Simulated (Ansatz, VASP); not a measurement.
## One calculation of CdS, two programs

```
Cd S
1.0
     0.00000    2.91650    2.91650
     2.91650    0.00000    2.91650
     2.91650    2.91650    0.00000
Cd S
1 1
Direct
  0.00000 0.00000 0.00000
  0.25000 0.25000 0.25000
```

Alike in both runs: task relaxation of cell and atoms; functional r2SCAN; k mesh 6 × 6 × 6; no spin polarisation.

|  | VASP | Ansatz |
| --- | --- | --- |
| version | VASP 6.6.1 | Ansatz 0.2.0 |
| potentials or method | VASP PAW PBE potentials, release 64 (Cd, S), cutoff 600 eV | plane waves, PAW |
| occupations | gaussian, width 0.01 eV | fixed |
| valence electrons in the cell | 18 | 26 |

|  | VASP | Ansatz | Ansatz less VASP |
| --- | --- | --- | --- |
| relaxed volume (Å³/atom) | 25.50 | 25.40 | -0.100 |
| relaxed cell length with the largest relative difference (Å) | 4.162 | 4.157 | -0.0054 |

VASP's potentials were made for PBE, not for r2SCAN. VASP's potentials hold 18 valence electrons a cell and Ansatz's 26, so a difference there can come from the potentials and not from the codes.
